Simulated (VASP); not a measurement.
Set up this calculation in VASP 6.6.1, as the native input.

| Property | Result |
| --- | --- |
| Task | single point |
| Functional | PBE |
| Potentials or basis | VASP PAW PBE potentials, release 64 (Cs_sv, Sb) |
| Cutoff | 520 eV |
| k mesh | 4 × 4 × 4 |
| Occupations | gaussian, width 0.1 eV |
| Spin | no spin polarisation |
| Dipole correction | no |
| Further INCAR settings | ALGO = Normal; EDIFF = 1e-06; NBANDS = 28 |

The structure of CsSb6 lies in POSCAR:

```
CsSb6
1.0
    7.3868505502      0.0000000000      0.0000000000
    0.0000000000      7.3868505502      0.0000000000
    0.0000000000      0.0000000000      7.3868505502
Cs Sb
1 6
Direct
    0.0000000000      0.0000000000      0.0000000000
    0.1997697475      0.5000000000      0.5000000000
    0.5000000000      0.5000000000      0.8002302525
    0.5000000000      0.5000000000      0.1997697475
    0.5000000000      0.1997697475      0.5000000000
    0.5000000000      0.8002302525      0.5000000000
    0.8002302525      0.5000000000      0.5000000000
```

The cell was built from a structure type or drawn by symmetry, and may not be a known phase.

These files were run (other wordings do the same):

INCAR

```
PREC = Accurate ; ENCUT = 520
EDIFF = 1E-6 ; ISMEAR = 0
SIGMA = 0.1 ; LREAL = F
LASPH = T ; NELM = 100
ALGO = Normal ; ISIF = 2
LWAVE = F ; LCHARG = T
GGA = PE ; LELF = T
LVHAR = T ; NBANDS = 28
```

KPOINTS

```
Automatic mesh
0
Gamma
  4 4 4
```

Potentials or basis: VASP PAW PBE potentials, release 64 (Cs_sv, Sb).

Run with:

```sh
$ cat potpaw_PBE.64/Cs_sv/POTCAR potpaw_PBE.64/Sb/POTCAR > POTCAR
$ mpirun -np 1 vasp_std > vasp.out
```

It gave:

```json
{
  "Pressure": "-0.1 GPa",
  "Band gap on the k mesh": "zero (an odd number of electrons rules out a gap without spin polarisation)"
}
```

Caveat: spin-orbit coupling is left out, which moves the levels of the heavy elements.

Wall time 77 s on 1 thread of AMD EPYC 7R13 Processor (Zen 3) (shared host), peak memory 0.42 GiB.
